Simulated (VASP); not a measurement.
**MgO: single point with PBEsol**

Crystal: MgO.

```
Mg O
1.0
     3.36130    0.00000    0.00000
    -1.68065    2.91097    0.00000
     0.00000    0.00000    5.11980
Mg O
2 2
Direct
  0.33333 0.66667 0.00366
  0.66667 0.33333 0.50366
  0.33333 0.66667 0.40094
  0.66667 0.33333 0.90094
```

```
Program                : VASP 6.6.1
Task                   : single point
Functional             : PBEsol
Potentials or basis    : VASP PAW PBE potentials, release 64 (Mg, O)
Cutoff                 : 520 eV
k mesh                 : 9 × 9 × 6
Occupations            : gaussian, width 0.05 eV
Spin                   : no spin polarisation
Dipole correction      : no
Further INCAR settings : ALGO = Normal; EDIFF = 1e-06; NBANDS = 16
```

The pressure is -6.2 GPa. The largest force is 0.065 eV/Å and the band gap on the k mesh is 3.07 eV, direct.

Forces on the atoms (eV/Å):
```
Mg   0.000  0.000  0.065
Mg   0.000  0.000  0.065
O    0.000  0.000 -0.065
O    0.000  0.000 -0.065
```

Stress tensor (GPa, compression positive):
```
-6.40  0.00  0.00
 0.00 -6.40  0.00
 0.00  0.00 -5.91
```

Levels at points of the mesh, in eV from the valence-band top:
```
           k point  band 5  band 6  band 7  band 8  band 9  band 10  band 11  band 12
(0.00, 0.00, 0.00)   -0.70   -0.38   -0.38    0.00    3.07     8.00     9.73    13.65
(0.00, 0.00, 0.50)   -0.54   -0.54   -0.54   -0.54    5.53     5.53    12.55    12.55
```

Wall time 38 s on 1 thread of Intel(R) Xeon(R) Platinum 8259CL CPU @ 2.50GHz (Skylake/Cascade Lake) (shared host), peak memory 0.19 GiB.

Caveat: the PAW data sets were made with another functional, which shifts forces and pressure a little. A k mesh can miss the band edges.
